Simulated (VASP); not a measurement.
A run of VASP 6.6.1 is set up as follows.

File INCAR:

```
PREC = Accurate
ENCUT = 520
EDIFF = 1E-6
ISMEAR = 0
SIGMA = 0.1
LREAL = F
LASPH = T
NELM = 80
ALGO = Normal
ISIF = 2
LWAVE = F
LCHARG = F
GGA = PE
NBANDS = 30
```

The input KPOINTS:

```
Automatic mesh
0
Gamma
  4 4 4
```

File POSCAR:

```
SiPd3Pt
1.0
    3.9993055000      0.0000000000      0.0000000000
    0.0000000000      3.9993055000      0.0000000000
    0.0000000000      0.0000000000      3.9993055000
Si Pd Pt
1 3 1
Direct
    0.5000000000      0.5000000000      0.5000000000
    0.0000000000      0.5000000000      0.5000000000
    0.5000000000      0.0000000000      0.5000000000
    0.5000000000      0.5000000000      0.0000000000
    0.0000000000      0.0000000000      0.0000000000
```

Potentials or basis: VASP PAW PBE potentials, release 64 (Si, Pd, Pt).

Run with:

```sh
$ cat potpaw_PBE.64/Si/POTCAR potpaw_PBE.64/Pd/POTCAR potpaw_PBE.64/Pt/POTCAR > POTCAR
$ mpirun -np 1 vasp_std > vasp.out
```

(1) Predict the pressure.

(2) Predict the band gap on the k mesh.

Results:

(1) 85.1 GPa.

(2) zero (band 22 reaches 12.66 eV, above the bottom of band 23 at 12.14 eV).

Caveat: the k points lie up to 0.39 Å⁻¹ apart; spin-orbit coupling is left out, which moves the levels of the heavy elements.
